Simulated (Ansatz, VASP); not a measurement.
# La2S3O12 in VASP and in Ansatz

The input INCAR:

```
ALGO = Normal
EDIFF = 1E-8
ENCUT = 520
GGA = PE
ISIF = 2
ISMEAR = -1
LASPH = True
LCHARG = False
LEFG = True
LREAL = Auto
LWAVE = False
NBANDS = 135
NELM = 100
PREC = Accurate
SIGMA = 0.02
```

KPOINTS

```
k-points
0
Gamma
  3 3 3
```

POSCAR

```
La2S3O12
1.0
    4.8421166743      2.7955973654      8.2019223967
   -4.8421166743      2.7955973654      8.2019223967
    0.0000000000     -5.5911947307      8.2019223967
La S O
4 6 24
Direct
    0.8550566000      0.8550566000      0.8550566000
    0.3550566000      0.3550566000      0.3550566000
    0.1449434000      0.1449434000      0.1449434000
    0.6449434000      0.6449434000      0.6449434000
    0.0421180700      0.4578819300      0.7500000000
    0.4578819300      0.7500000000      0.0421180700
    0.7500000000      0.0421180700      0.4578819300
    0.5421180700      0.2500000000      0.9578819300
    0.2500000000      0.9578819300      0.5421180700
    0.9578819300      0.5421180700      0.2500000000
    0.0143560400      0.6069856900      0.7748727500
    0.6069856900      0.7748727500      0.0143560400
    0.7748727500      0.0143560400      0.6069856900
    0.5143560400      0.2748727500      0.1069856900
    0.2748727500      0.1069856900      0.5143560400
    0.1069856900      0.5143560400      0.2748727500
    0.9856439600      0.3930143100      0.2251272500
    0.3930143100      0.2251272500      0.9856439600
    0.2251272500      0.9856439600      0.3930143100
    0.4856439600      0.7251272500      0.8930143100
    0.7251272500      0.8930143100      0.4856439600
    0.8930143100      0.4856439600      0.7251272500
    0.9325670000      0.6944716000      0.0999947600
    0.6944716000      0.0999947600      0.9325670000
    0.0999947600      0.9325670000      0.6944716000
    0.4325670000      0.5999947600      0.1944716000
    0.5999947600      0.1944716000      0.4325670000
    0.1944716000      0.4325670000      0.5999947600
    0.0674330000      0.3055284000      0.9000052400
    0.3055284000      0.9000052400      0.0674330000
    0.9000052400      0.0674330000      0.3055284000
    0.5674330000      0.4000052400      0.8055284000
    0.4000052400      0.8055284000      0.5674330000
    0.8055284000      0.5674330000      0.4000052400
```

Input for Ansatz:

```yaml
crystal:
  lattice:
    - [4.8421166743, 2.7955973654, 8.2019223967]
    - [-4.8421166743, 2.7955973654, 8.2019223967]
    - [0.0, -5.5911947307, 8.2019223967]
  atoms:
    - { symbol: La, position: [0.8550566, 0.8550566, 0.8550566] }
    - { symbol: La, position: [0.3550566, 0.3550566, 0.3550566] }
    - { symbol: La, position: [0.1449434, 0.1449434, 0.1449434] }
    - { symbol: La, position: [0.6449434, 0.6449434, 0.6449434] }
    - { symbol: S, position: [0.04211807, 0.45788193, 0.75] }
    - { symbol: S, position: [0.45788193, 0.75, 0.04211807] }
    - { symbol: S, position: [0.75, 0.04211807, 0.45788193] }
    - { symbol: S, position: [0.54211807, 0.25, 0.95788193] }
    - { symbol: S, position: [0.25, 0.95788193, 0.54211807] }
    - { symbol: S, position: [0.95788193, 0.54211807, 0.25] }
    - { symbol: O, position: [0.01435604, 0.60698569, 0.77487275] }
    - { symbol: O, position: [0.60698569, 0.77487275, 0.01435604] }
    - { symbol: O, position: [0.77487275, 0.01435604, 0.60698569] }
    - { symbol: O, position: [0.51435604, 0.27487275, 0.10698569] }
    - { symbol: O, position: [0.27487275, 0.10698569, 0.51435604] }
    - { symbol: O, position: [0.10698569, 0.51435604, 0.27487275] }
    - { symbol: O, position: [0.98564396, 0.39301431, 0.22512725] }
    - { symbol: O, position: [0.39301431, 0.22512725, 0.98564396] }
    - { symbol: O, position: [0.22512725, 0.98564396, 0.39301431] }
    - { symbol: O, position: [0.48564396, 0.72512725, 0.89301431] }
    - { symbol: O, position: [0.72512725, 0.89301431, 0.48564396] }
    - { symbol: O, position: [0.89301431, 0.48564396, 0.72512725] }
    - { symbol: O, position: [0.932567, 0.6944716, 0.09999476] }
    - { symbol: O, position: [0.6944716, 0.09999476, 0.932567] }
    - { symbol: O, position: [0.09999476, 0.932567, 0.6944716] }
    - { symbol: O, position: [0.432567, 0.59999476, 0.1944716] }
    - { symbol: O, position: [0.59999476, 0.1944716, 0.432567] }
    - { symbol: O, position: [0.1944716, 0.432567, 0.59999476] }
    - { symbol: O, position: [0.067433, 0.3055284, 0.90000524] }
    - { symbol: O, position: [0.3055284, 0.90000524, 0.067433] }
    - { symbol: O, position: [0.90000524, 0.067433, 0.3055284] }
    - { symbol: O, position: [0.567433, 0.40000524, 0.8055284] }
    - { symbol: O, position: [0.40000524, 0.8055284, 0.567433] }
    - { symbol: O, position: [0.8055284, 0.567433, 0.40000524] }
kpoints:
  mp_grid: { grid: [3, 3, 3] }
scf:
  occupations: { method: fermi_dirac, width: 0.02 }
hamiltonian:
  xc: pbe
  pseudopotentials: { kind: paw }
output:
  forces: true
  stress: true
  populations: true
  efg:
    quadrupole_moments_barn: { La: 0.206, S: -0.0694, O: -0.02558 }
    contact_densities: true
  write_density: true
  write_potential: true
  elf: true
  volumetric_format: npy
```

Alike in both runs: task electric field gradients; functional PBE; k mesh 3 × 3 × 3; occupations fermi-dirac, width 0.02 eV; no spin polarisation.

|  | VASP | Ansatz |
| --- | --- | --- |
| version | VASP 6.6.1 | Ansatz 0.2.0 |
| potentials or method | VASP PAW PBE potentials, release 64 (La, S, O) | plane-wave PAW, scalar-relativistic |
| plane-wave cutoff (eV) | 520 | 420 |
| valence electrons in the cell | 224 | 224 |

VASP gave:

```
gap on the k mesh at the Fermi level (eV)                     : 4.83
pressure (GPa)                                                : 0.3
traceless stress, the component that is largest in VASP (GPa) : 0.07
rms of the force components (eV/Å)                            : 0.045
size of Vzz on the site where it differs most (V/Å²)          : 35.3
```

Q: Which values does Ansatz return?

A: gap on the k mesh at the Fermi level (eV): 4.76; pressure (GPa): 1.2; traceless stress, the component that is largest in VASP (GPa): 0.05; rms of the force components (eV/Å): 0.115; size of Vzz on the site where it differs most (V/Å²): 36.2.

Atom by atom the forces differ by 0.100 eV/Å (rms over components). Ansatz's warnings: xc potential rough in thin density.

Neither program's run includes spin-orbit coupling.
